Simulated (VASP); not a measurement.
# GaSb: single point with PBE

Crystal: GaSb.

```
Ga Sb
1.0
     3.42882    0.00000    0.00000
    -1.71441    2.96945    0.00000
     0.00000    0.00000    4.80584
Ga Sb
1 1
Direct
  0.00000 0.00000 0.50000
  0.66667 0.33333 0.00000
```

```
Program             : VASP 6.6.1
Task                : single point
Functional          : PBE
Potentials or basis : VASP PAW PBE potentials, release 64 (Ga_d, Sb)
Cutoff              : 500 eV
k mesh              : 7 × 7 × 4
Occupations         : gaussian, width 0.2 eV
Spin                : no spin polarisation
```

```yaml
Pressure: -0.3 GPa
Band_gap_on_the_k_mesh: zero (band 9 reaches 10.45 eV, above the bottom of band 10 at 4.26 eV)
```

Stress tensor (GPa, compression positive):
```
-0.18  0.00  0.00
 0.00 -0.18  0.00
 0.00  0.00 -0.45
```

Levels at points of the mesh, in eV from the Fermi level:
```csv
k point,band 7,band 8,band 9,band 10,band 11,band 12
"(0.00, 0.00, 0.00)",-4.90,-4.15,3.64,3.64,6.80,6.80
"(0.00, 0.00, 0.50)",-8.52,2.91,3.92,4.12,4.12,6.68
```

It took 27 s on 1 thread of Intel Xeon 8259CL, on a shared host, peak memory 0.18 GiB.

Caveat: spin-orbit coupling is left out, which moves the levels of the heavy elements.
